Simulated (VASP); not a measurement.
The system is Zr5AlN6.

```
Zr Al N
1.0
     3.30727    0.00000    0.00000
    -1.65364    2.86418    0.00000
     0.00000    0.00000   17.09077
Zr Al N
5 1 6
Direct
  0.33333 0.66667 0.00000
  0.33333 0.66667 0.33333
  0.33333 0.66667 0.66667
  0.66667 0.33333 0.16667
  0.66667 0.33333 0.83333
  0.66667 0.33333 0.50000
  0.00000 0.00000 0.91667
  0.00000 0.00000 0.25000
  0.00000 0.00000 0.58333
  0.00000 0.00000 0.08333
  0.00000 0.00000 0.41667
  0.00000 0.00000 0.75000
```

| Property | Result |
| --- | --- |
| Program | VASP 6.6.1 |
| Task | relaxation of cell and atoms |
| Functional | PBE |
| Potentials or basis | VASP PAW PBE potentials, release 64 (Zr_sv, Al, N) |
| Cutoff | 600 eV |
| k mesh | 6 × 6 × 1 |
| Occupations | gaussian, width 0.1 eV |
| Spin | no spin polarisation |

At the start: pressure -23.9 GPa; volume 13.49 Å³/atom.

**Question.** Where does the relaxation end?

**Answer.** Over 14 steps the energy falls by 161.7 meV/atom and the volume is 11.70 Å³/atom (-13.2 %); space group P-6m2 (No. 187, to 0.1 Å) before and after.

Step by step:
```
step  energy change (eV)  largest force (eV/Å)  pressure (GPa)  volume (Å³)
   1              0.0000                0.6491          -23.91       161.89
   2              1.6034                2.3648           57.47       119.16
   3             -1.7589                1.3735           -0.97       141.91
   4             -1.7621                1.3993            0.11       141.26
   5             -1.7619                1.4148            0.77       140.86
   6             -1.8793                0.4840            0.91       140.30
   7             -1.8873                0.6211            1.04       140.12
   8             -1.9140                0.2475           -1.55       141.46
   9             -1.9140                0.2474           -1.63       141.51
  10             -1.9318                0.2245            0.30       140.23
  11             -1.9318                0.2268            0.41       140.16
  12             -1.9392                0.0774            0.19       140.26
  13             -1.9402                0.0889            0.09       140.31
  14             -1.9409                0.0160           -0.15       140.45
```

Final structure:
```
CELL_PARAMETERS angstrom
3.14478 0.00000 0.00000
-1.57239 2.72346 0.00000
0.00000 0.00000 16.39894
ATOMIC_POSITIONS crystal
Zr 0.33333 0.66667 0.00000
Zr 0.33333 0.66667 0.33707
Zr 0.33333 0.66667 0.66293
Zr 0.66667 0.33333 0.16996
Zr 0.66667 0.33333 0.83004
Al 0.66667 0.33333 0.50000
N 0.00000 0.00000 0.91545
N 0.00000 0.00000 0.25349
N 0.00000 0.00000 0.57617
N 0.00000 0.00000 0.08455
N 0.00000 0.00000 0.42383
N 0.00000 0.00000 0.74651
```

Caveat: the k points lie up to 0.38 Å⁻¹ apart in the final cell, too coarse for converged energies and pressures of a metal; an odd number of electrons without spin polarisation forces a metal; a magnetic or distorted state may lie lower.
